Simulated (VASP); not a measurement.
The system is Zn.

```
Zn
1.0
     2.79000    0.00000    0.00000
    -1.39500    2.41621    0.00000
     0.00000    0.00000    4.55607
Zn
2
Direct
  0.33333 0.66667 0.25000
  0.66667 0.33333 0.75000
```

| Quantity | Value |
| --- | --- |
| Program | VASP 6.6.1 |
| Task | relaxation of cell and atoms |
| Functional | PBE |
| Potentials or basis | VASP PAW PBE potentials, release 64 (Zn) |
| Cutoff | 600 eV |
| k mesh | 8 × 8 × 5 |
| Occupations | methfessel-paxton, width 0.05 eV |
| Spin | no spin polarisation |

At the start: pressure -1.9 GPa; volume 15.36 Å³/atom.

Problem. Where does the relaxation end?

Solution. Over 6 steps the energy falls by 2.7 meV/atom and the volume is 14.92 Å³/atom (-2.8 %); space group P6_3/mmc (No. 194, to 0.05 Å).

The path:
```csv
step,energy change (eV),largest force (eV/Å),pressure (GPa),volume (Å³)
1,0.0000,0.0000,-1.88,30.71
2,-0.0053,0.0000,-0.10,29.92
3,-0.0054,0.0000,0.05,29.85
4,-0.0054,0.0000,0.09,29.83
5,-0.0055,0.0000,0.03,29.84
6,-0.0055,0.0000,0.03,29.85
```

Final structure:
```
CELL_PARAMETERS angstrom
2.75541 0.00000 0.00000
-1.37771 2.38626 0.00000
0.00000 0.00000 4.53915
ATOMIC_POSITIONS crystal
Zn 0.33333 0.66667 0.25000
Zn 0.66667 0.33333 0.75000
```
